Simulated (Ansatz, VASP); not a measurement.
# Two plane-wave programs on Mg

```
Mg
1.0
    -1.78993    1.78993    1.78993
     1.78993   -1.78993    1.78993
     1.78993    1.78993   -1.78993
Mg
1
Cartesian
  0.0000 0.0000 0.0000
```

Alike in both runs: task single point; functional PBE; k mesh 18 × 18 × 18; occupations gaussian, width 0.05 eV; no spin polarisation.

|  | VASP | Ansatz |
| --- | --- | --- |
| version | VASP 6.6.1 | Ansatz 0.2.0 |
| potentials or method | VASP PAW PBE potentials, release 64 (Mg), cutoff 520 eV | scalar-relativistic, plane waves, PAW |
| valence electrons in the cell | 2 | 10 |

|  | VASP | Ansatz | Ansatz less VASP |
| --- | --- | --- | --- |
| gap on the k mesh at the Fermi level (eV) | none | none | - |
| pressure (GPa) | -0.1 | 0.0 | +0.13 |

A gap of «none» marks a metal or a gap that the smearing closes. The functional is the same, so the differences come from potentials, cutoffs and numerics. VASP's potentials hold 2 valence electrons a cell and Ansatz's 10, so a difference there can come from the potentials and not from the codes.
